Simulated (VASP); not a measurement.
# C (C2/m) in VASP: a series of runs

C is run at these levels: PBE+D3(BJ); tasks: single point.

Everything below comes from runs of VASP 6.6.1. Logs are shortened: lines on timing, memory, paths and dates and some standing lists are left out, and cuts for length are marked.

## Step 1: The cell of the first run

The structure is monoclinic, space group C2/m (No. 12). The conventional cell has a = 4.269 Å, b = 2.465 Å, c = 3.650 Å, α = 90.00°, β = 112.95°, γ = 90.00°. C (site symmetry m) has 3 C at 1.40 to 1.49 Å within 1.9 Å.

## Step 2: Single point, PBE+D3(BJ) (atoms displaced along several vibrational modes)

The input, INCAR:

```
ALGO = Normal ; EDIFF = 1E-6
ENCUT = 520 ; GGA = PE
ISIF = 2 ; ISMEAR = 0
IVDW = 12 ; LASPH = T
LCHARG = F ; LREAL = F
LWAVE = F ; NBANDS = 11
NELM = 60 ; PREC = Accurate
SIGMA = 0.05
```

The input, KPOINTS:

```
k-points
0
Gamma
  15 15 15
```

The input, POSCAR:

```
C
1.0
    1.2324984681      0.7115833223      3.3613878357
   -1.2324984681      0.7115833223      3.3613878357
    0.0000000000     -1.4231666447      3.3613878357
C
2
Direct
    0.1806926614      0.1806926614      0.1596129093
    0.8193073386      0.8193073386      0.8403870907
```

Potentials or basis: VASP PAW PBE potentials, release 64 (C).

On the command line:

```console
> cat potpaw_PBE.64/C/POTCAR > POTCAR
> mpirun -np 1 vasp_std > vasp.out
```

OUTCAR:

```text
EDIFF = 1E-6
   ENCUT = 520
   GGA = PE
   ISIF = 2
   ISMEAR = 0
   IVDW = 12
   LASPH = T
   LREAL = F
   NELM = 60
   PREC = Accurate
 IVDW          = 12

 ion  position               nearest neighbor table
   1  0.181  0.181  0.160-   2 1.40   2 1.40   2 1.49
   2  0.819  0.819  0.840-   1 1.40   1 1.40   1 1.49

  LATTYP: Found a trigonal (rhomboedric) cell.
 ALAT       =     3.6502508791
 COS(alpha) =     0.7719881893

  Lattice vectors:

 A1 = (   1.2324984681,   0.7115833223,   3.3613878357)
 A2 = (  -1.2324984681,   0.7115833223,   3.3613878357)
 A3 = (   0.0000000000,  -1.4231666447,   3.3613878357)

Analysis of symmetry for initial positions (statically):
=====================================================================
 Subroutine PRICEL returns:
 Original cell was already a primitive cell.

 Routine SETGRP: Setting up the symmetry group for a
 trigonal (rhombohedral) supercell.

 Subroutine GETGRP returns: Found  4 space group operations
 (whereof  4 operations were pure point group operations)
 out of a pool of 12 trial point group operations.

The static configuration has the point symmetry C_2h.

Analysis of symmetry for dynamics (positions and initial velocities):
=====================================================================
 Subroutine PRICEL returns:
 Original cell was already a primitive cell.

 Routine SETGRP: Setting up the symmetry group for a
 trigonal (rhombohedral) supercell.

 Subroutine GETGRP returns: Found  4 space group operations
 (whereof  4 operations were pure point group operations)
 out of a pool of 12 trial point group operations.

The dynamic configuration has the point symmetry C_2h.

 Subroutine INISYM returns: Found  4 space group operations
 (whereof  4 operations are pure point group operations),
 and found     1 'primitive' translations

----------------------------------------------------------------------------------------

                                     Primitive cell

  volume of cell :      17.6881

  direct lattice vectors                    reciprocal lattice vectors
     1.232498468  0.711583322  3.361387836     0.405680017  0.234219467  0.099165389
    -1.232498468  0.711583322  3.361387836    -0.405680017  0.234219467  0.099165389
     0.000000000 -1.423166645  3.361387836     0.000000000 -0.468438935  0.099165389

  length of vectors
     3.650250879  3.650250879  3.650250879     0.478820227  0.478820227  0.478820227

  position of ions in fractional coordinates (direct lattice)
     0.180692661  0.180692661  0.159612909
     0.819307339  0.819307339  0.840387091

  ion indices of the primitive-cell ions
   primitive index   ion index
[... 86 lines left out ...]
   NUPDOWN=      -1.0000    fix difference up-down
   EMIN   =  10.00;   EMAX   =-10.00  energy-range for DOS
   EFERMI =   0.00;   METHOD = LEGACY
   ISMEAR =     0;   SIGMA  =   0.05  broadening in eV -4-tet -1-fermi 0-gaus
   EFERMI_NEDOS =   21; number of points for ismear=-14 and -15
   IALGO  =     38    algorithm
   IMIX   =      4    mixing-type and parameters
     AMIX     =   0.40;   BMIX     =  1.00
     AMIX_MAG =   1.60;   BMIX_MAG =  1.00
  volume/ion in A,a.u.               =       8.84        59.68
  Fermi-wavevector in a.u.,A,eV,Ry     =   1.256640  2.374705 21.485554  1.579144
  Thomas-Fermi vector in A             =   2.390338
   LORBIT       =      0    0 simple, 1 ext, 2 COOP (PROOUT), +10 PAW based schemes
   GGA     = PE    functional components
   LHFCALC =     F    Hartree Fock is set to
   AEXX    =    0.0000 exact exchange contribution
   IVDW    =    12    specifies the selected vdW correction
   LEPSILON=     F    determine dielectric tensor
   LRPA    =     F    only Hartree local field effects (RPA)
 non-spin polarized calculation
 Gauss-broadening in eV      SIGMA  =   0.05
  energy-cutoff  :      520.00
  volume of cell :       17.69
 maximum number of plane-waves:       490
   NGX = 13   NGY = 13   NGZ = 13

 number of electron       8.0000000 magnetization

 Free energy of the ion-electron system (eV)
  ---------------------------------------------------
  ext. energy  EPLUGINS =         0.00000000
  ---------------------------------------------------
  free energy    TOTEN  =       -18.16688500 eV

  energy without entropy =      -18.16688394  energy(sigma->0) =      -18.16688447

 E-fermi :   4.5865     XC(G=0): -10.3385

 val. band max:        4.4847462530   @ k =   0.2000  -0.1333  -0.4667
 cond. band min:       4.6883430798   @ k =   0.2000  -0.1333  -0.4667
 fundamental gap:      0.2035968268
 Fermi energy:         4.5865446887

 k-point     1 :       0.0000    0.0000    0.0000
  band No.  band energies     occupation
      1     -14.9475      2.00000
      2      -1.8359      2.00000
      3       0.9553      2.00000
      4       2.7437      2.00000
      5       8.4784      0.00000
      6      11.8671      0.00000
      7      14.2170      0.00000
      8      16.4002      0.00000
      9      17.2534      0.00000
     10      27.4221      0.00000
     11      30.0833      0.00000
[... 309 lines left out ...]
 k-point    24 :       0.2667    0.0667    0.0000
  band No.  band energies     occupation
      1     -13.5467      2.00000
      2      -2.4650      2.00000
      3      -0.5783      2.00000
      4      -0.0278      2.00000
      5      10.0992      0.00000
      6      13.0581      0.00000
      7      13.2089      0.00000
      8      17.0533      0.00000
      9      20.1786      0.00000
     10      23.3403      0.00000
     11      27.5215      0.00000

 [... further k-points ...]

------------------------ aborting loop because EDIFF is reached ----------------------------------------

 Edisp (eV)   -0.31234

 E8    (eV) :    -0.0885

  FORCE on cell =-STRESS in cart. coord.  units (eV):
  Direction    XX          YY          ZZ          XY          YZ          ZX
  --------------------------------------------------------------------------------------
  -------------------------------------------------------------------------------------
  Total       0.83421    -0.26585    -0.30727     0.00000    -0.39934     0.00000
  in kB      75.56208   -24.08056   -27.83202     0.00000   -36.17184     0.00000
  external pressure =        7.88 kB  Pullay stress =        0.00 kB

 VOLUME and BASIS-vectors are now :
 -----------------------------------------------------------------------------
  energy-cutoff  :      520.00
  volume of cell :       17.69
      direct lattice vectors                 reciprocal lattice vectors
     1.232498468  0.711583322  3.361387836     0.405680017  0.234219467  0.099165389
    -1.232498468  0.711583322  3.361387836    -0.405680017  0.234219467  0.099165389
     0.000000000 -1.423166645  3.361387836     0.000000000 -0.468438935  0.099165389

 POSITION                                       TOTAL-FORCE (eV/Angst)
 -----------------------------------------------------------------------------------
      0.00000      0.03000      1.75128         0.000000     -2.850586     -2.311276
      0.00000     -0.03000      8.33289         0.000000      2.850586      2.311276
 -----------------------------------------------------------------------------------
    total drift:                               -0.000000     -0.000000      0.000000

  FREE ENERGIE OF THE ION-ELECTRON SYSTEM (eV)
  ---------------------------------------------------
  free  energy   TOTEN  =       -18.4792279771 eV

  energy  without entropy=      -18.4792269177  energy(sigma->0) =      -18.47922745
```

stdout:

```text
POSCAR found type information on POSCAR C
 POSCAR found :  1 types and       2 ions
 scaLAPACK will be used
 LDA part: xc-table for (Slater+PW92), standard interpolation
 POSCAR, INCAR and KPOINTS ok, starting setup
 FFT: planning ... GRIDC
 FFT: planning ... GRID_SOFT
 FFT: planning ... GRID
 WAVECAR not read
 entering main loop
```

It took 6.3 min on 1 thread of Intel Xeon 8259CL, shared host; peak memory 0.28 GiB.

What came out:

| Property | Result |
| --- | --- |
| Free energy | -18.4792 eV |
| Pressure | 0.8 GPa |
| Largest force | 3.670 eV/Å |
| Dispersion energy per atom | -0.156 eV |

Forces in eV/Å, atoms in the order of the input:
```
C    0.000 -2.851 -2.311
C    0.000  2.851  2.311
```

Stress tensor (GPa, compression positive):
```
 7.56  0.00  0.00
 0.00 -2.41 -3.62
 0.00 -3.62 -2.78
```

Caveat: the cell differs from its parent crystal (atoms displaced along several vibrational modes); the stress differs along the axes, from -3 to 8 GPa; forces of over 1 eV/Å act on the atoms, so gaps and moduli don't describe the material at rest.

## Step 3: Single point, PBE+D3(BJ) (atoms displaced along several vibrational modes)

The input, INCAR:

```
PREC = Accurate
ENCUT = 520
EDIFF = 1E-6
ISMEAR = 0
SIGMA = 0.05
LREAL = F
LASPH = T
NELM = 100
ALGO = Normal
ISIF = 2
LWAVE = F
LCHARG = T
GGA = PE
IVDW = 12
LELF = T
LVHAR = T
NBANDS = 11
```

The input, KPOINTS:

```
regular mesh
0
Gamma
  15 15 15
```

The input, POSCAR:

```
C
1.0
    1.2324984681      0.7115833223      3.3613878357
   -1.2324984681      0.7115833223      3.3613878357
    0.0000000000     -1.4231666447      3.3613878357
C
2
Direct
    0.1653985211      0.1653985211      0.1548586451
    0.8346014789      0.8346014789      0.8451413549
```

Potentials or basis: VASP PAW PBE potentials, release 64 (C).

On the command line:

```console
> cat potpaw_PBE.64/C/POTCAR > POTCAR
> mpirun -np 1 vasp_std > vasp.out
```

Run time: 5.6 min. Hardware: 1 thread of Intel Xeon 8259CL, shared host; peak memory 0.28 GiB.

Results (log left out):

- Free energy: -18.6372 eV
- Pressure: 0.3 GPa
- Largest force: 2.191 eV/Å
- Dispersion energy per atom: -0.156 eV

Forces on the atoms (eV/Å):
```
C    0.000 -1.537  1.561
C    0.000  1.537 -1.561
```

Stress tensor (GPa, compression positive):
```
 4.21  0.00  0.00
 0.00 -1.73  1.33
 0.00  1.33 -1.68
```

Caveat: the cell differs from its parent crystal (atoms displaced along several vibrational modes); the stress differs along the axes, from -2 to 4 GPa; forces of over 1 eV/Å act on the atoms, so gaps and moduli don't describe the material at rest.
